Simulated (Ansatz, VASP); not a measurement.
Two plane-wave programs on LiF

```
Li F
1.0
     3.15996    0.00000    0.00000
    -1.57998    2.73661    0.00000
     0.00000    0.00000    4.79682
Li F
2 2
Direct
  0.33333 0.66667 0.42187
  0.66667 0.33333 0.92187
  0.33333 0.66667 0.99393
  0.66667 0.33333 0.49393
```

Alike in both runs: task single point; functional PBE; k mesh 9 × 9 × 6; occupations gaussian, width 0.05 eV; no spin polarisation.

```csv
,VASP,Ansatz
version,VASP 6.6.1,Ansatz 0.2.0
potentials or method,"VASP PAW PBE potentials, release 64 (Li_sv, F), cutoff 520 eV","scalar-relativistic, plane waves, PAW"
valence electrons in the cell,20,20
```

|  | VASP | Ansatz | Ansatz less VASP |
| --- | --- | --- | --- |
| gap on the k mesh at the Fermi level (eV) | 7.38 | 7.39 | +0.011 |
| least direct gap on the mesh (eV) | 7.38 | 7.39 | +0.011 |
| rms of the force components (eV/Å) | 0.128 | 0.123 | -0.0044 |

Atom by atom the forces differ by 0.004 eV/Å (rms over components).

Noted on VASP's run: the cutoff is short for stress, so the pressure is rough.
